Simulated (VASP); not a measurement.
A run of VASP 6.6.1 is set up as follows.

Contents of INCAR:

```
SYSTEM = LaTe
ALGO = Normal
EDIFF = 1E-6
ENCUT = 500
GGA = CA
GGA_COMPAT = .FALSE.
ISIF = 2
ISMEAR = -1
LASPH = .TRUE.
LCHARG = .FALSE.
LMAXMIX = 6
LREAL = .FALSE.
LWAVE = .FALSE.
NBANDS = 16
NELM = 200
PREC = Accurate
SIGMA = 0.1
```

KPOINTS

```
k-points
0
G
  6 6 6
  0 0 0
```

File POSCAR:

```
LaTe
1.0
    0.0000000000      3.2180000000      3.2180000000
    3.2180000000      0.0000000000      3.2180000000
    3.2180000000      3.2180000000      0.0000000000
La Te
1 1
Direct
    0.0000000000      0.0000000000      0.0000000000
    0.5000000000      0.5000000000      0.5000000000
```

Potentials or basis: VASP PAW LDA potentials, release 64 (La, Te).

Run with:

```console
$ cat potpaw_LDA.64/La/POTCAR potpaw_LDA.64/Te/POTCAR > POTCAR
$ mpirun -np 1 vasp_std > vasp.out
```

Task: Predict the pressure.

Result: -2.5 GPa.

Task: Predict the band gap on the k mesh.

Result: Zero (an odd number of electrons rules out a gap without spin polarisation).

Caveat: spin-orbit coupling is left out, which moves the levels of the heavy elements.
